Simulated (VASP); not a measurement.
Write the native input for VASP 6.6.1 that does the following.

```yaml
Task: single point
Functional: PBE
Potentials_or_basis: VASP PAW PBE potentials, release 64 (Ba_sv, Ti_sv, O)
Cutoff: 520 eV
k_mesh: 4 × 4 × 3
Occupations: fermi-dirac, width 0.05 eV
Spin: no spin polarisation
Dipole_correction: no
Further_INCAR_settings: ALGO = Normal; EDIFF = 1e-06; NBANDS = 51
```

The structure of BaTiO3 lies in POSCAR:

```
BaTiO3
1.0
    4.5338760500     -2.9379638800     -2.8444881300
   -4.1791542400     -2.1732400700      2.5787236500
   -4.6762392700      2.6713797400     -2.7780311600
Ba Ti O
2 2 6
Direct
    0.9929438400      0.4986419800      0.4991208400
    0.9981196900      0.9966392300      0.0001370000
    0.4952686900      0.2509026300      0.7392901800
    0.4933295800      0.7515767200      0.2408135500
    0.5108239000      0.5021635500      0.0106287500
    0.5104097200      0.0023124000      0.5087025000
    0.4954844800      0.4957351500      0.4991277600
    0.4955713100      0.9926633600      0.9992015800
    0.0111918500      0.0068669100      0.5088670800
    0.0044169400      0.5024980700      0.0016707600
```

The input as run:

INCAR

```
SYSTEM = BaTiO3
PREC = Accurate
ENCUT = 520
EDIFF = 1E-6
ISMEAR = -1
SIGMA = 0.05
LREAL = .False.
LASPH = .True.
NELM = 60
ALGO = Normal
ISIF = 2
LWAVE = .False.
LCHARG = .False.
GGA = PE
NBANDS = 51
```

KPOINTS

```
Automatic mesh
0
Gamma
  4 4 3
  0 0 0
```

Potentials or basis: VASP PAW PBE potentials, release 64 (Ba_sv, Ti_sv, O).

Run with:

```sh
$ cat potpaw_PBE.64/Ba_sv/POTCAR potpaw_PBE.64/Ti_sv/POTCAR potpaw_PBE.64/O/POTCAR > POTCAR
$ mpirun -np 1 vasp_std > vasp.out
```

Results of the run:

The pressure is 16.8 GPa and the largest force is 1.057 eV/Å. The band gap on the k mesh is 0.94 eV.

Caveat: the k points lie up to 0.43 Å⁻¹ apart; spin-orbit coupling is left out, which moves the levels of the heavy elements; forces of over 1 eV/Å act on the atoms, so gaps and moduli don't describe the material at rest.

Wall time 4.3 min on 1 thread of Intel Xeon 6975P-C (shared host), peak memory 0.37 GiB.
